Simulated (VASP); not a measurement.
# PtSe2 (P-3m1) in VASP: notebook

The runs below take PtSe2 through single point, with PBE, BLYP+D3(BJ).

Program: VASP 6.6.1. These are calculated values, not measurements. Logs are shortened: lines on timing, memory, paths and dates and some standing lists are left out, and cuts for length are marked.

### 1 The cell of the first run

It takes space group P-3m1 (No. 164, trigonal). Conventional cell: a = 3.724 Å, b = 3.724 Å, c = 5.062 Å, α = 90.00°, β = 90.00°, γ = 120.00°. Pt (site symmetry -3m) has 6 Se at 2.49 Å within 3.3 Å. Se (site symmetry 3m) has 3 Pt at 2.49 Å and 6 Se at 3.32 Å within 3.4 Å.

### 2 Single point, PBE

INCAR reads:

```
SYSTEM = PtSe2
PREC = Accurate
ENCUT = 520
EDIFF = 1E-6
ISMEAR = -1
SIGMA = 0.05
LREAL = .FALSE.
LASPH = .TRUE.
NELM = 100
ALGO = Normal
ISIF = 2
LWAVE = .FALSE.
LCHARG = .TRUE.
GGA = PE
LELF = .TRUE.
LVHAR = .TRUE.
NBANDS = 18
```

KPOINTS reads:

```
Automatic mesh
0
G
  3 3 2
  0 0 0
```

POSCAR reads:

```
PtSe2
1.0
    3.7240000000      0.0000000000      0.0000000000
   -1.8620000000      3.2250786037      0.0000000000
    0.0000000000      0.0000000000      5.0620000000
Pt Se
1 2
Direct
    0.0000000000      0.0000000000      0.0000000000
    0.6666666667      0.3333333333      0.7500000000
    0.3333333333      0.6666666667      0.2500000000
```

Potentials or basis: VASP PAW PBE potentials, release 64 (Pt, Se).

Command:

```bash
cat potpaw_PBE.64/Pt/POTCAR potpaw_PBE.64/Se/POTCAR > POTCAR
mpirun -np 1 vasp_std > vasp.out
```

OUTCAR:

```text
SYSTEM = PtSe2
   PREC = Accurate
   ENCUT = 520
   EDIFF = 1E-6
   ISMEAR = -1
   LREAL = .FALSE.
   LASPH = .TRUE.
   NELM = 100
   ISIF = 2
   GGA = PE

 ion  position               nearest neighbor table
   1  0.000  0.000  0.000-   2 2.49   3 2.49   2 2.49   3 2.49   2 2.49   3 2.49
   2  0.667  0.333  0.750-   1 2.49   1 2.49   1 2.49
   3  0.333  0.667  0.250-   1 2.49   1 2.49   1 2.49

  LATTYP: Found a hexagonal cell.
 ALAT       =     3.7240000000
 C/A-ratio  =     1.3592910849

  Lattice vectors:

 A1 = (   3.7240000000,   0.0000000000,   0.0000000000)
 A2 = (  -1.8620000000,   3.2250786037,   0.0000000000)
 A3 = (   0.0000000000,   0.0000000000,   5.0620000000)

Analysis of symmetry for initial positions (statically):
=====================================================================
 Subroutine PRICEL returns:
 Original cell was already a primitive cell.

 Routine SETGRP: Setting up the symmetry group for a
 hexagonal supercell.

 Subroutine GETGRP returns: Found 12 space group operations
 (whereof 12 operations were pure point group operations)
 out of a pool of 24 trial point group operations.

The static configuration has the point symmetry D_3d.

Analysis of symmetry for dynamics (positions and initial velocities):
=====================================================================
 Subroutine PRICEL returns:
 Original cell was already a primitive cell.

 Routine SETGRP: Setting up the symmetry group for a
 hexagonal supercell.

 Subroutine GETGRP returns: Found 12 space group operations
 (whereof 12 operations were pure point group operations)
 out of a pool of 24 trial point group operations.

The dynamic configuration has the point symmetry D_3d.

 Subroutine INISYM returns: Found 12 space group operations
 (whereof 12 operations are pure point group operations),
 and found     1 'primitive' translations

----------------------------------------------------------------------------------------

                                     Primitive cell

  volume of cell :      60.7956

  direct lattice vectors                    reciprocal lattice vectors
     3.724000000  0.000000000  0.000000000     0.268528464  0.155034981  0.000000000
[... 64 lines left out ...]
   LNONCOLLINEAR =      F non collinear calculations
   LSORBIT =      F    spin-orbit coupling
   LASPH  =      T    aspherical Exc in radial PAW
   ENCUT  =  520.0 eV  38.22 Ry    6.18 a.u.   6.92  6.92  9.41*2*pi/ulx,y,z
   NELM   =    100;   NELMIN=  2; NELMDL= -5     # of ELM steps
   EDIFF  = 0.1E-05   stopping-criterion for ELM
   LREAL  =      F    real-space projection
   EDIFFG = 0.1E-04   stopping-criterion for IOM
   NSW    =      0    number of steps for IOM
   IBRION =     -1    ionic relax: 0-MD 1-quasi-New 2-CG
   NFREE  =      0    steps in history (QN), initial steepest desc. (CG)
   ISIF   =      2    stress and relaxation
   ISYM   =      2    0-nonsym 1-usesym 2-fastsym
   POTIM  = 0.5000    time-step for ionic-motion
   TEBEG  =    0.0;   TEEND  =   0.0 temperature during run
   PSTRESS=    0.0 pullay stress
   NELECT =      22.0000    total number of electrons
   NUPDOWN=      -1.0000    fix difference up-down
   EMIN   =  10.00;   EMAX   =-10.00  energy-range for DOS
   EFERMI =   0.00;   METHOD = LEGACY
   ISMEAR =    -1;   SIGMA  =   0.05  broadening in eV -4-tet -1-fermi 0-gaus
   EFERMI_NEDOS =   21; number of points for ismear=-14 and -15
   IALGO  =     38    algorithm
   IMIX   =      4    mixing-type and parameters
     AMIX     =   0.40;   BMIX     =  1.00
     AMIX_MAG =   1.60;   BMIX_MAG =  1.00
  volume/ion in A,a.u.               =      20.27       136.76
  Fermi-wavevector in a.u.,A,eV,Ry     =   1.166608  2.204570 18.517184  1.360975
  Thomas-Fermi vector in A             =   2.303119
   LORBIT       =      0    0 simple, 1 ext, 2 COOP (PROOUT), +10 PAW based schemes
   GGA     = PE    functional components
   LHFCALC =     F    Hartree Fock is set to
   AEXX    =    0.0000 exact exchange contribution
   IVDW    =     0    specifies the selected vdW correction
   LEPSILON=     F    determine dielectric tensor
   LRPA    =     F    only Hartree local field effects (RPA)
 non-spin polarized calculation
  energy-cutoff  :      520.00
  volume of cell :       60.80
 maximum number of plane-waves:      1650
 NGX is ok and might be reduce to    28
   NGX = 13   NGY = 13   NGZ = 19

 number of electron      21.9999999 magnetization

 Free energy of the ion-electron system (eV)
  ---------------------------------------------------
  ext. energy  EPLUGINS =         0.00000000
  ---------------------------------------------------
  free energy    TOTEN  =       -14.27736156 eV

  energy without entropy =      -14.26484986  energy(sigma->0) =      -14.27110571

 E-fermi :   6.5140     XC(G=0): -10.6337

 val. band max:        5.4692047397   @ k =   0.0000   0.0000   0.0000
 cond. band min:       6.5690025220   @ k =   0.3333   0.3333   0.0000
 fundamental gap:      1.0997977822
 Fermi energy:         6.5140484489

 k-point     1 :       0.0000    0.0000    0.0000
  band No.  band energies     occupation
      1      -9.1830      2.00000
      2      -6.3620      2.00000
      3      -0.6779      2.00000
      4       0.0644      2.00000
      5       0.0644      2.00000
      6       2.5339      2.00000
[... 103 lines left out ...]
      5       0.2237      2.00000
      6       2.0232      2.00000
[... 10 lines left out ...]
     17      14.1603      0.00000
     18      16.6003      0.00000

------------------------ aborting loop because EDIFF is reached ----------------------------------------

  FORCE on cell =-STRESS in cart. coord.  units (eV):
  Direction    XX          YY          ZZ          XY          YZ          ZX
  --------------------------------------------------------------------------------------
  -------------------------------------------------------------------------------------
  Total        2.8838894      2.8838894      2.2826345      0.0000000      0.0000000     -0.0000000
  in kB       76.0006067     76.0006067     60.1554316      0.0000000      0.0000000     -0.0000000
  external PRESSURE =      70.7188817 kB  Pullay stress =       0.0000000 kB

 VOLUME and BASIS-vectors are now :
 -----------------------------------------------------------------------------
  energy-cutoff  :      520.00
  volume of cell :       60.80
      direct lattice vectors                 reciprocal lattice vectors
     3.724000000  0.000000000  0.000000000     0.268528464  0.155034981  0.000000000
    -1.862000000  3.225078604  0.000000000     0.000000000  0.310069962  0.000000000
     0.000000000  0.000000000  5.062000000     0.000000000  0.000000000  0.197550375

 POSITION                                       TOTAL-FORCE (eV/Angst)
 -----------------------------------------------------------------------------------
      0.00000      0.00000      0.00000         0.000000      0.000000      0.000000
      1.86200      1.07503      3.79650         0.000000     -0.000000     -0.479748
     -0.00000      2.15005      1.26550        -0.000000      0.000000      0.479748
 -----------------------------------------------------------------------------------
    total drift:                               -0.000000     -0.000000     -0.000000

  FREE ENERGIE OF THE ION-ELECTRON SYSTEM (eV)
  ---------------------------------------------------
  free  energy   TOTEN  =       -14.2773615600 eV

  energy  without entropy=      -14.2648498642  energy(sigma->0) =      -14.27110571
```

stdout:

```text
POSCAR found type information on POSCAR PtSe
 POSCAR found :  2 types and       3 ions
 scaLAPACK will be used
 LDA part: xc-table for (Slater+PW92), standard interpolation
 POSCAR, INCAR and KPOINTS ok, starting setup
 FFT: planning ... GRIDC
 FFT: planning ... GRID_SOFT
 FFT: planning ... GRID
 WAVECAR not read
 entering main loop
```

Run time: 14 s. Hardware: 1 thread of Intel Xeon Platinum 8259CL at 2.50GHz (Skylake/Cascade Lake), shared host; peak memory 0.17 GiB.

What came out:

* Free energy: -14.2774 eV
* Pressure: 7.1 GPa
* Largest force: 0.480 eV/Å
* Band gap on the k mesh: zero (bands 11 and 12 overlap by 0.34 eV)

Forces in eV/Å, atoms in the order of the input:
```
Pt   0.000  0.000  0.000
Se   0.000  0.000 -0.480
Se   0.000  0.000  0.480
```

Levels at points of the mesh, in eV from the Fermi level:
```tsv
k point	band 8	band 9	band 10	band 11	band 12	band 13	band 14	band 15
(0.00, 0.00, 0.00)	-2.55	-1.04	-1.04	0.40	1.49	1.49	3.63	4.24
(0.00, 0.00, 0.50)	-2.95	-1.69	-1.48	-1.48	2.34	2.34	4.83	6.36
```

Caveat: the k points lie up to 0.65 Å⁻¹ apart; spin-orbit coupling is left out, which moves the levels of the heavy elements.

### 3 Single point, BLYP+D3(BJ)

This run uses another cell than the first one, of 19.05 Å³/atom.

INCAR reads:

```
PREC = Accurate
ENCUT = 520
EDIFF = 1E-6
ISMEAR = -1
SIGMA = 0.05
LREAL = F
LASPH = T
NELM = 100
ALGO = Normal
ISIF = 2
LWAVE = F
LCHARG = F
GGA = B5
ALDAX = 1.0
AGGAX = 1.0
AGGAC = 1.0
ALDAC = 0.0
IVDW = 12
VDW_S6 = 1.0
VDW_S8 = 2.6996
VDW_A1 = 0.4298
VDW_A2 = 4.2359
NBANDS = 18
```

KPOINTS reads:

```
regular mesh
0
Gamma
  8 8 5
```

POSCAR reads:

```
PtSe2
1.0
    3.6479786689      0.0000000000      0.0000000000
   -1.8239893344      3.1592421997      0.0000000000
    0.0000000000      0.0000000000      4.9586648823
Pt Se
1 2
Direct
    0.0000000000      0.0000000000      0.0000000000
    0.6666666667      0.3333333333      0.7500000000
    0.3333333333      0.6666666667      0.2500000000
```

Potentials or basis: VASP PAW PBE potentials, release 64 (Pt, Se).

Command:

```bash
cat potpaw_PBE.64/Pt/POTCAR potpaw_PBE.64/Se/POTCAR > POTCAR
mpirun -np 1 vasp_std > vasp.out
```

It took 47 s on 1 thread of Intel Xeon Platinum 8259CL at 2.50GHz (Skylake/Cascade Lake), shared host; peak memory 0.21 GiB.

It converged, with:

* Free energy: -14.7776 eV
* Pressure: 16.9 GPa
* Largest force: 2.085 eV/Å
* Band gap on the k mesh: zero (bands 11 and 12 overlap by 0.24 eV)
* Dispersion energy per atom: -1.152 eV

Forces in eV/Å, atoms in the order of the input:
```
Pt   0.000  0.000  0.000
Se   0.000  0.000 -2.085
Se   0.000  0.000  2.085
```

Stress tensor (GPa, compression positive):
```
19.27  0.00  0.00
 0.00 19.27  0.00
 0.00  0.00 12.30
```

Levels at points of the mesh, in eV from the Fermi level:
| k point | band 7 | band 8 | band 9 | band 10 | band 11 | band 12 | band 13 | band 14 | band 15 | band 16 |
| --- | --- | --- | --- | --- | --- | --- | --- | --- | --- | --- |
| (0.00, 0.00, 0.00) | -4.50 | -2.87 | -1.24 | -1.24 | 0.30 | 1.46 | 1.46 | 3.62 | 4.68 | 7.32 |
| (0.50, 0.00, 0.00) | -4.09 | -3.95 | -3.88 | -3.83 | -3.22 | 0.64 | 2.47 | 4.97 | 5.95 | 7.28 |

Caveat: the cell stands under pressure; the PAW data sets were made with another functional, which shifts forces and pressure a little; spin-orbit coupling is left out, which moves the levels of the heavy elements.

### 4 Single point, BLYP+D3(BJ)

This run uses another cell than the first one, of 19.45 Å³/atom.

INCAR: that of step 3 with these lines changed.

```diff
@@ -1 +1,2 @@
+SYSTEM = PtSe2
 PREC = Accurate
@@ -5,4 +6,4 @@
 SIGMA = 0.05
-LREAL = F
-LASPH = T
+LREAL = .False.
+LASPH = .True.
 NELM = 100
@@ -10,4 +11,4 @@
 ISIF = 2
-LWAVE = F
-LCHARG = F
+LWAVE = .False.
+LCHARG = .False.
 GGA = B5
```

KPOINTS reads:

```
Automatic mesh
0
Gamma
  8 8 5
  0 0 0
```

POSCAR reads:

```
PtSe2
1.0
    3.6736695059      0.0000000000      0.0000000000
   -1.8368347530      3.1814911172      0.0000000000
    0.0000000000      0.0000000000      4.9935862081
Pt Se
1 2
Direct
    0.0000000000      0.0000000000      0.0000000000
    0.6666666667      0.3333333333      0.7500000000
    0.3333333333      0.6666666667      0.2500000000
```

Command:

```bash
cat potpaw_PBE.64/Pt/POTCAR potpaw_PBE.64/Se/POTCAR > POTCAR
mpirun -np 1 vasp_std > vasp.out
```

Wall time 86 s (1 thread of Intel Xeon Platinum 8259CL at 2.50GHz (Skylake/Cascade Lake), shared host); peak memory 0.21 GiB.

The run converged. Its results:

| Item | Value |
| --- | --- |
| Free energy | -14.8917 eV |
| Pressure | 13.1 GPa |
| Largest force | 1.757 eV/Å |
| Band gap on the k mesh | zero (bands 11 and 12 overlap by 0.24 eV) |
| Dispersion energy per atom | -1.128 eV |

Forces in eV/Å, atoms in the order of the input:
```
Pt   0.000  0.000  0.000
Se   0.000  0.000 -1.757
Se   0.000  0.000  1.757
```

Stress tensor (GPa, compression positive):
```
14.95  0.00  0.00
 0.00 14.95  0.00
 0.00  0.00  9.41
```

Levels at points of the mesh, in eV from the Fermi level:
| k point | band 9 | band 10 | band 11 | band 12 | band 13 | band 14 |
| --- | --- | --- | --- | --- | --- | --- |
| (0.00, 0.00, 0.00) | -1.20 | -1.20 | 0.31 | 1.44 | 1.44 | 3.68 |
| (0.50, 0.00, 0.00) | -3.77 | -3.71 | -3.15 | 0.63 | 2.40 | 4.92 |

Caveat: the cell stands under pressure; the PAW data sets were made with another functional, which shifts forces and pressure a little; spin-orbit coupling is left out, which moves the levels of the heavy elements.

### 5 Overview

```csv
level,cell,k mesh,gap on the mesh (eV),pressure (GPa),largest force (eV/Å)
PBE,"a = 3.724, b = 3.724, c = 5.062 Å, angles 90.0, 90.0, 120.0°, 3 atoms",3 × 3 × 2,none,7.1,0.48
BLYP+D3(BJ),"a = 3.648, b = 3.648, c = 4.959 Å, angles 90.0, 90.0, 120.0°, 3 atoms",8 × 8 × 5,none,16.9,2.09
BLYP+D3(BJ),"a = 3.674, b = 3.674, c = 4.994 Å, angles 90.0, 90.0, 120.0°, 3 atoms",8 × 8 × 5,none,13.1,1.76
```

Alike in all rows: task single point; potentials or basis VASP PAW PBE potentials, release 64 (Pt, Se); no spin polarisation; cutoff (eV) 520; smearing fermi-dirac 0.05 eV.

Caveats: some runs use coarse meshes; spin-orbit coupling is left out, which moves the levels of the heavy elements; the cell stands under pressure (at least some runs); the PAW data sets were made with another functional, which shifts forces and pressure a little (at least some runs).

Total energies depend on the potentials used, so only differences within one code and one set of settings carry meaning.
